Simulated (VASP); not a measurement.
# Al (a cell with a defect) in VASP: a series of runs, part 2 of 3

VASP 6.6.1. Earlier steps stand in the parts before.

### 3 Single point, PBE

INCAR reads:

```
SYSTEM = Al
PREC = Accurate
ENCUT = 520
EDIFF = 1E-6
ISMEAR = -1
SIGMA = 0.15
LREAL = Auto
LASPH = .TRUE.
NELM = 60
ALGO = Normal
ISIF = 2
LWAVE = .FALSE.
LCHARG = .FALSE.
GGA = PE
NBANDS = 68
```

KPOINTS reads:

```
Automatic mesh
0
G
  3 3 3
  0 0 0
```

POSCAR reads:

```
Al
1.0
    8.1000000000      0.0000000000      0.0000000000
    0.0000000000      8.1000000000      0.0000000000
    0.0000000000      0.0000000000      8.1000000000
Al
31
Direct
    0.5008123457      0.0000000000     -0.0008123457
    0.7500000000      0.2491876543     -0.0008123457
    0.7500000000      0.0000000000      0.2500000000
   -0.0008123457      0.0000000000     -0.0008123457
    0.2500000000      0.2531955556      0.0031955556
    0.4968044444      0.5000000000      0.0031955556
    0.7500000000      0.7508123457     -0.0008123457
    0.2500000000      0.0000000000      0.2500000000
    0.7500000000      0.5000000000      0.2500000000
    0.5008123457      0.0000000000      0.5008123457
    0.7500000000      0.2491876543      0.5008123457
    0.7500000000      0.0000000000      0.7500000000
    0.0031955556      0.5000000000      0.0031955556
    0.2500000000      0.7468044444      0.0031955556
    0.0031955556      0.2531955556      0.2500000000
    0.4968044444      0.2531955556      0.2500000000
    0.4968044444      0.7468044444      0.2500000000
   -0.0008123457      0.0000000000      0.5008123457
    0.2500000000      0.2531955556      0.4968044444
    0.4968044444      0.5000000000      0.4968044444
    0.7500000000      0.7508123457      0.5008123457
    0.2500000000      0.0000000000      0.7500000000
    0.5008123457      0.2491876543      0.7500000000
    0.7500000000      0.5000000000      0.7500000000
    0.0031955556      0.7468044444      0.2500000000
    0.0031955556      0.5000000000      0.4968044444
    0.2500000000      0.7468044444      0.4968044444
   -0.0008123457      0.2491876543      0.7500000000
    0.2500000000      0.5000000000      0.7500000000
    0.5008123457      0.7508123457      0.7500000000
   -0.0008123457      0.7508123457      0.7500000000
```

Potentials or basis: VASP PAW PBE potentials, release 64 (Al).

Launch:

```sh
cat potpaw_PBE.64/Al/POTCAR > POTCAR
mpirun -np 1 vasp_std > vasp.out
```

OUTCAR:

```text
SYSTEM = Al
   PREC = Accurate
   ENCUT = 520
   EDIFF = 1E-6
   ISMEAR = -1
   LREAL = Auto
   LASPH = .TRUE.
   NELM = 60
   ISIF = 2
   GGA = PE

 ion  position               nearest neighbor table
   1  0.501  0.000  0.999-   2 2.85   7 2.85  12 2.85  23 2.85  30 2.85   3 2.86  22 2.86   8 2.87
                            14 2.89   5 2.89  17 2.89  16 2.89
   2  0.750  0.249  0.999-   1 2.85   4 2.85  12 2.85  23 2.85  28 2.85  24 2.86   3 2.86   9 2.87
                            13 2.89   6 2.89  16 2.89  15 2.89
   3  0.750  0.000  0.250-   1 2.86   2 2.86   4 2.86   7 2.86  10 2.86  11 2.86  18 2.86  21 2.86
                            17 2.90  15 2.90  16 2.90  25 2.90
   4  0.999  0.000  0.999-   2 2.85   7 2.85  12 2.85  28 2.85  31 2.85   3 2.86  22 2.86   8 2.87
                            14 2.89   5 2.89  15 2.89  25 2.89
   5  0.250  0.253  0.003-   6 2.83  13 2.83  15 2.83  16 2.83   8 2.86  29 2.86   1 2.89   4 2.89
                            28 2.89  23 2.89  22 2.90
   6  0.497  0.500  0.003-   5 2.83  14 2.83  16 2.83  17 2.83   9 2.86  29 2.86   7 2.89   2 2.89
                            23 2.89  30 2.89  24 2.90
   7  0.750  0.751  0.999-   1 2.85   4 2.85  12 2.85  30 2.85  31 2.85   3 2.86  24 2.86   9 2.87
                            13 2.89   6 2.89  17 2.89  25 2.89
   8  0.250  0.000  0.250-   5 2.86  14 2.86  15 2.86  16 2.86  17 2.86  19 2.86  25 2.86  27 2.86
                            18 2.87   1 2.87  10 2.87   4 2.87
   9  0.750  0.500  0.250-   6 2.86  13 2.86  15 2.86  16 2.86  17 2.86  20 2.86  25 2.86  26 2.86
[... 31 lines left out ...]
  25  0.003  0.747  0.250-  13 2.83  14 2.83  26 2.83  27 2.83   8 2.86   9 2.86  18 2.89  21 2.89
                             4 2.89   7 2.89   3 2.90
  26  0.003  0.500  0.497-  15 2.83  19 2.83  25 2.83  27 2.83   9 2.86  29 2.86  21 2.89  11 2.89
                            28 2.89  31 2.89  24 2.90
  27  0.250  0.747  0.497-  17 2.83  20 2.83  25 2.83  26 2.83   8 2.86  29 2.86  10 2.89  18 2.89
                            30 2.89  31 2.89  22 2.90
  28  0.999  0.249  0.750-   2 2.85   4 2.85  11 2.85  12 2.85  18 2.85  22 2.86  24 2.86  29 2.87
                            13 2.89   5 2.89  26 2.89  19 2.89
  29  0.250  0.500  0.750-   5 2.86   6 2.86  13 2.86  14 2.86  19 2.86  20 2.86  26 2.86  27 2.86
                            23 2.87  28 2.87  30 2.87  31 2.87
  30  0.501  0.751  0.750-   1 2.85   7 2.85  10 2.85  12 2.85  21 2.85  22 2.86  24 2.86  29 2.87
                            14 2.89  20 2.89  27 2.89   6 2.89
  31  0.999  0.751  0.750-   4 2.85   7 2.85  12 2.85  18 2.85  21 2.85  22 2.86  24 2.86  29 2.87
                            14 2.89  26 2.89  27 2.89  13 2.89

  LATTYP: Found a simple cubic cell.
 ALAT       =     8.1000000000

  Lattice vectors:

 A1 = (   8.1000000000,   0.0000000000,   0.0000000000)
 A2 = (   0.0000000000,   8.1000000000,   0.0000000000)
 A3 = (   0.0000000000,   0.0000000000,   8.1000000000)

Analysis of symmetry for initial positions (statically):
=====================================================================
 Subroutine PRICEL returns:
 Original cell was already a primitive cell.

 Routine SETGRP: Setting up the symmetry group for a
 simple cubic supercell.

 Subroutine GETGRP returns: Found 48 space group operations
 (whereof  4 operations were pure point group operations)
 out of a pool of 48 trial point group operations.

The static configuration has the point symmetry C_2v.
 The point group associated with its full space group is O_h .

Analysis of symmetry for dynamics (positions and initial velocities):
=====================================================================
 Subroutine PRICEL returns:
 Original cell was already a primitive cell.

 Routine SETGRP: Setting up the symmetry group for a
[... 128 lines left out ...]
   total plane-waves  NPLWV = 216000
   dimension x,y,z NGX =    60 NGY =   60 NGZ =   60
   dimension x,y,z NGXF=   120 NGYF=  120 NGZF=  120
   ions per type =              31
   NGX,Y,Z   is equivalent  to a cutoff of  12.31, 12.31, 12.31 a.u.
   NGXF,Y,Z  is equivalent  to a cutoff of  24.63, 24.63, 24.63 a.u.
 SYSTEM =  Al
   PREC   = accura    normal or accurate (medium, high low for compatibility)
   ISTART =      0    job   : 0-new  1-cont  2-samecut
   ICHARG =      2    charge: 1-file 2-atom 10-const
   ISPIN  =      1    spin polarized calculation?
   LNONCOLLINEAR =      F non collinear calculations
   LSORBIT =      F    spin-orbit coupling
   LASPH  =      T    aspherical Exc in radial PAW
   ENCUT  =  520.0 eV  38.22 Ry    6.18 a.u.  15.06 15.06 15.06*2*pi/ulx,y,z
   NELM   =     60;   NELMIN=  2; NELMDL= -5     # of ELM steps
   EDIFF  = 0.1E-05   stopping-criterion for ELM
   LREAL  =      T    real-space projection
   EDIFFG = 0.1E-04   stopping-criterion for IOM
   NSW    =      0    number of steps for IOM
   IBRION =     -1    ionic relax: 0-MD 1-quasi-New 2-CG
   NFREE  =      0    steps in history (QN), initial steepest desc. (CG)
   ISIF   =      2    stress and relaxation
   ISYM   =      2    0-nonsym 1-usesym 2-fastsym
   POTIM  = 0.5000    time-step for ionic-motion
   TEBEG  =    0.0;   TEEND  =   0.0 temperature during run
   PSTRESS=    0.0 pullay stress
   NELECT =      93.0000    total number of electrons
   NUPDOWN=      -1.0000    fix difference up-down
   EMIN   =  10.00;   EMAX   =-10.00  energy-range for DOS
   EFERMI =   0.00;   METHOD = LEGACY
   ISMEAR =    -1;   SIGMA  =   0.15  broadening in eV -4-tet -1-fermi 0-gaus
   EFERMI_NEDOS =   21; number of points for ismear=-14 and -15
   IALGO  =     38    algorithm
   IMIX   =      4    mixing-type and parameters
     AMIX     =   0.40;   BMIX     =  1.00
     AMIX_MAG =   1.60;   BMIX_MAG =  1.00
  volume/ion in A,a.u.               =      17.14       115.69
  Fermi-wavevector in a.u.,A,eV,Ry     =   0.915695  1.730412 11.408446  0.838497
  Thomas-Fermi vector in A             =   2.040466
   LORBIT       =      0    0 simple, 1 ext, 2 COOP (PROOUT), +10 PAW based schemes
   GGA     = PE    functional components
   LHFCALC =     F    Hartree Fock is set to
   AEXX    =    0.0000 exact exchange contribution
   IVDW    =     0    specifies the selected vdW correction
   LEPSILON=     F    determine dielectric tensor
   LRPA    =     F    only Hartree local field effects (RPA)
 non-spin polarized calculation
  energy-cutoff  :      520.00
  volume of cell :      531.44
 maximum number of plane-waves:     14358
   NGX = 31   NGY = 31   NGZ = 31

 number of electron      93.0000000 magnetization

 Free energy of the ion-electron system (eV)
  ---------------------------------------------------
  ext. energy  EPLUGINS =         0.00000000
  ---------------------------------------------------
  free energy    TOTEN  =      -116.33300122 eV

  energy without entropy =     -115.52981463  energy(sigma->0) =     -115.93140792

 E-fermi :   7.4675     XC(G=0): -10.0305

 val. band max:        7.4593749859   @ k =   0.3333   0.3333   0.3333
 cond. band min:       7.6131798256   @ k =   0.3333   0.0000   0.0000
 fundamental gap:      0.1538048396
 Fermi energy:         7.4674741429

 k-point     1 :       0.0000    0.0000    0.0000
  band No.  band energies     occupation
      1      -3.3664      2.00000
      2      -1.2035      2.00000
      3      -1.2035      2.00000
      4      -1.1682      2.00000
      5      -1.1682      2.00000
      6      -1.1682      2.00000
[... 233 lines left out ...]
     57       9.2722      0.00001
     58       9.5295      0.00000
 [bands above 58 left out]

------------------------ aborting loop because EDIFF is reached ----------------------------------------

  FORCE on cell =-STRESS in cart. coord.  units (eV):
  Direction    XX          YY          ZZ          XY          YZ          ZX
  --------------------------------------------------------------------------------------
  -------------------------------------------------------------------------------------
  Total       -3.8125871     -3.8125871     -3.8125871     -0.0000000      0.0000000     -0.0000000
  in kB      -11.4941086    -11.4941086    -11.4941086     -0.0000000      0.0000000     -0.0000000
  external PRESSURE =     -11.4941086 kB  Pullay stress =       0.0000000 kB

 VOLUME and BASIS-vectors are now :
 -----------------------------------------------------------------------------
  energy-cutoff  :      520.00
  volume of cell :      531.44
      direct lattice vectors                 reciprocal lattice vectors
     8.100000000  0.000000000  0.000000000     0.123456790  0.000000000  0.000000000
     0.000000000  8.100000000  0.000000000     0.000000000  0.123456790  0.000000000
     0.000000000  0.000000000  8.100000000     0.000000000  0.000000000  0.123456790

 POSITION                                       TOTAL-FORCE (eV/Angst)
 -----------------------------------------------------------------------------------
      4.05658      0.00000      8.09342        -0.012517      0.000000      0.012517
      6.07500      2.01842      8.09342        -0.000000      0.012517      0.012517
      6.07500      0.00000      2.02500        -0.000000      0.000000     -0.000000
      8.09342      0.00000      8.09342         0.012517      0.000000      0.012517
      2.02500      2.05088      0.02588        -0.000000     -0.023064     -0.023064
      4.02412      4.05000      0.02588         0.023064      0.000000     -0.023064
[... 23 lines left out ...]
      4.05658      6.08158      6.07500        -0.012517     -0.012517     -0.000000
      8.09342      6.08158      6.07500         0.012517     -0.012517     -0.000000
 -----------------------------------------------------------------------------------
    total drift:                                0.000000      0.000000      0.000000

  FREE ENERGIE OF THE ION-ELECTRON SYSTEM (eV)
  ---------------------------------------------------
  free  energy   TOTEN  =      -116.3330012167 eV

  energy  without entropy=     -115.5298146332  energy(sigma->0) =     -115.93140792
```

Run time: 2.7 min. Hardware: 1 thread of Intel Xeon Platinum 8259CL at 2.50GHz (Skylake/Cascade Lake), shared host; peak memory 0.48 GiB.

Results:

```
Free energy            : -116.3330 eV
Pressure               : -1.1 GPa
Largest force          : 0.033 eV/Å
Band gap on the k mesh : zero (an odd number of electrons rules out a gap without spin polarisation)
```

Forces in eV/Å, atoms in the order of the input:
```
Al  -0.013  0.000  0.013
Al   0.000  0.013  0.013
Al   0.000  0.000  0.000
Al   0.013  0.000  0.013
Al   0.000 -0.023 -0.023
Al   0.023  0.000 -0.023
Al   0.000 -0.013  0.013
Al   0.000  0.000  0.000
Al   0.000  0.000  0.000
Al  -0.013  0.000 -0.013
Al   0.000  0.013 -0.013
Al   0.000  0.000  0.000
Al  -0.023  0.000 -0.023
Al   0.000  0.023 -0.023
Al  -0.023 -0.023  0.000
Al   0.023 -0.023  0.000
Al   0.023  0.023  0.000
Al   0.013  0.000 -0.013
Al   0.000 -0.023  0.023
Al   0.023  0.000  0.023
Al   0.000 -0.013 -0.013
Al   0.000  0.000  0.000
Al  -0.013  0.013  0.000
Al   0.000  0.000  0.000
Al  -0.023  0.023  0.000
Al  -0.023  0.000  0.023
Al   0.000  0.023  0.023
Al   0.013  0.013  0.000
Al   0.000  0.000  0.000
Al  -0.013 -0.013  0.000
Al   0.013 -0.013  0.000
```

### 4 Single point, PBE

INCAR reads:

```
  ALGO = Normal
  EDIFF = 1E-6
  ENCUT = 520
  GGA = PE
  ISIF = 2
  ISMEAR = -1
  LASPH = T
  LCHARG = F
  LREAL = Auto
  LWAVE = F
  NBANDS = 68
  NELM = 60
  PREC = Accurate
  SIGMA = 0.15
```

KPOINTS reads:

```
k-points
0
Gamma
  3 3 3
```

POSCAR is that of step 3.

Potentials or basis: VASP PAW PBE potentials, release 64 (Al).

Launch:

```sh
cat potpaw_PBE.64/Al/POTCAR > POTCAR
mpirun -np 1 vasp_std > vasp.out
```

OUTCAR:

```text
EDIFF = 1E-6
   ENCUT = 520
   GGA = PE
   ISIF = 2
   ISMEAR = -1
   LASPH = T
   LREAL = Auto
   NELM = 60
   PREC = Accurate

 ion  position               nearest neighbor table
   1  0.501  0.000  0.999-   2 2.85   7 2.85  12 2.85  23 2.85  30 2.85   3 2.86  22 2.86   8 2.87
                            14 2.89   5 2.89  17 2.89  16 2.89
   2  0.750  0.249  0.999-   1 2.85   4 2.85  12 2.85  23 2.85  28 2.85  24 2.86   3 2.86   9 2.87
                            13 2.89   6 2.89  16 2.89  15 2.89
   3  0.750  0.000  0.250-   1 2.86   2 2.86   4 2.86   7 2.86  10 2.86  11 2.86  18 2.86  21 2.86
                            17 2.90  15 2.90  16 2.90  25 2.90
   4  0.999  0.000  0.999-   2 2.85   7 2.85  12 2.85  28 2.85  31 2.85   3 2.86  22 2.86   8 2.87
                            14 2.89   5 2.89  15 2.89  25 2.89
   5  0.250  0.253  0.003-   6 2.83  13 2.83  15 2.83  16 2.83   8 2.86  29 2.86   1 2.89   4 2.89
                            28 2.89  23 2.89  22 2.90
   6  0.497  0.500  0.003-   5 2.83  14 2.83  16 2.83  17 2.83   9 2.86  29 2.86   7 2.89   2 2.89
                            23 2.89  30 2.89  24 2.90
   7  0.750  0.751  0.999-   1 2.85   4 2.85  12 2.85  30 2.85  31 2.85   3 2.86  24 2.86   9 2.87
                            13 2.89   6 2.89  17 2.89  25 2.89
   8  0.250  0.000  0.250-   5 2.86  14 2.86  15 2.86  16 2.86  17 2.86  19 2.86  25 2.86  27 2.86
[... 517 lines left out ...]
     57       9.2722      0.00001
     58       9.5295      0.00000
 [bands above 58 left out]

------------------------ aborting loop because EDIFF is reached ----------------------------------------

  FORCE on cell =-STRESS in cart. coord.  units (eV):
  Direction    XX          YY          ZZ          XY          YZ          ZX
  --------------------------------------------------------------------------------------
  -------------------------------------------------------------------------------------
  Total       -3.8125871     -3.8125871     -3.8125871     -0.0000000      0.0000000     -0.0000000
  in kB      -11.4941086    -11.4941086    -11.4941086     -0.0000000      0.0000000     -0.0000000
  external PRESSURE =     -11.4941086 kB  Pullay stress =       0.0000000 kB

 VOLUME and BASIS-vectors are now :
 -----------------------------------------------------------------------------
  energy-cutoff  :      520.00
  volume of cell :      531.44
      direct lattice vectors                 reciprocal lattice vectors
     8.100000000  0.000000000  0.000000000     0.123456790  0.000000000  0.000000000
     0.000000000  8.100000000  0.000000000     0.000000000  0.123456790  0.000000000
     0.000000000  0.000000000  8.100000000     0.000000000  0.000000000  0.123456790

 POSITION                                       TOTAL-FORCE (eV/Angst)
 -----------------------------------------------------------------------------------
      4.05658      0.00000      8.09342        -0.012517      0.000000      0.012517
      6.07500      2.01842      8.09342        -0.000000      0.012517      0.012517
      6.07500      0.00000      2.02500        -0.000000      0.000000     -0.000000
      8.09342      0.00000      8.09342         0.012517      0.000000      0.012517
      2.02500      2.05088      0.02588        -0.000000     -0.023064     -0.023064
      4.02412      4.05000      0.02588         0.023064      0.000000     -0.023064
[... 23 lines left out ...]
      4.05658      6.08158      6.07500        -0.012517     -0.012517     -0.000000
      8.09342      6.08158      6.07500         0.012517     -0.012517     -0.000000
 -----------------------------------------------------------------------------------
    total drift:                                0.000000      0.000000      0.000000

  FREE ENERGIE OF THE ION-ELECTRON SYSTEM (eV)
  ---------------------------------------------------
  free  energy   TOTEN  =      -116.3330012167 eV

  energy  without entropy=     -115.5298146332  energy(sigma->0) =     -115.93140792
```

Wall time 2.6 min (1 thread of Intel Xeon Platinum 8259CL at 2.50GHz (Skylake/Cascade Lake), shared host); peak memory 0.48 GiB.

What came out:

```yaml
Free_energy: -116.3330 eV
Pressure: -1.1 GPa
Largest_force: 0.033 eV/Å
Band_gap_on_the_k_mesh: zero (an odd number of electrons rules out a gap without spin polarisation)
```

Forces in eV/Å, atoms in the order of the input:
```
Al  -0.013  0.000  0.013
Al   0.000  0.013  0.013
Al   0.000  0.000  0.000
Al   0.013  0.000  0.013
Al   0.000 -0.023 -0.023
Al   0.023  0.000 -0.023
Al   0.000 -0.013  0.013
Al   0.000  0.000  0.000
Al   0.000  0.000  0.000
Al  -0.013  0.000 -0.013
Al   0.000  0.013 -0.013
Al   0.000  0.000  0.000
Al  -0.023  0.000 -0.023
Al   0.000  0.023 -0.023
Al  -0.023 -0.023  0.000
Al   0.023 -0.023  0.000
Al   0.023  0.023  0.000
Al   0.013  0.000 -0.013
Al   0.000 -0.023  0.023
Al   0.023  0.000  0.023
Al   0.000 -0.013 -0.013
Al   0.000  0.000  0.000
Al  -0.013  0.013  0.000
Al   0.000  0.000  0.000
Al  -0.023  0.023  0.000
Al  -0.023  0.000  0.023
Al   0.000  0.023  0.023
Al   0.013  0.013  0.000
Al   0.000  0.000  0.000
Al  -0.013 -0.013  0.000
Al   0.013 -0.013  0.000
```

Levels at points of the mesh, in eV from the Fermi level:
| k point | band 44 | band 45 | band 46 | band 47 | band 48 | band 49 | band 50 | band 51 |
| --- | --- | --- | --- | --- | --- | --- | --- | --- |
| (0.00, 0.00, 0.00) | -0.30 | -0.30 | 0.44 | 0.49 | 0.49 | 0.49 | 0.51 | 0.51 |

(Continued in part 3 of 3.)

The gap in the log of VASP goes by the Fermi energy; the results here count the filled bands.